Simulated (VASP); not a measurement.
Runs of VASP 6.6.1 on WC. The structure is that of space group Fm-3m (No. 225), or close to it. The cells are those of the table. 

```csv
task,level,cell,cutoff (eV),gap on the mesh (eV),pressure (GPa),relaxed volume (Å³/atom)
relaxation of cell and atoms,PBEsol,"relaxed from a = 3.101 Å, angles 60.0°, 2 atoms",600,-,-0.2,(b)
single point,PBEsol+D3(BJ),"a = 3.054 Å, angles 60.0°, 2 atoms",520,none,1.2,-
single point,PBEsol,"a = 3.073 Å, angles 60.0°, 2 atoms",520,none,(a),-
relaxation of cell and atoms,BLYP+D3(BJ),"relaxed from a = 3.101 Å, angles 60.0°, 2 atoms",600,-,0.0,10.46
single point,BLYP+D3(BJ),"a = 3.086 Å, angles 60.0°, 2 atoms",520,none,2.3,-
relaxation of cell and atoms,PBEsol+D3(BJ),"relaxed from a = 3.101 Å, angles 60.0°, 2 atoms",600,-,-0.7,-
```

Alike in all rows: potentials or basis VASP PAW PBE potentials, release 64 (W_sv, C); no spin polarisation; k mesh 11 × 11 × 11; smearing methfessel-paxton 0.2 eV.

Task: Estimate the missing entries.

Result: (a) 1.1; (b) 10.29.

Caveats: the PAW data sets were made with another functional, which shifts forces and pressure a little; spin-orbit coupling is left out, which moves the levels of the heavy elements; the highest band is partly filled, so the run has too few bands (at least some runs).

A k mesh can miss the band edges, and the runs leave out spin-orbit coupling on W.

A gap of «none» marks levels without a gap at the run's occupations.
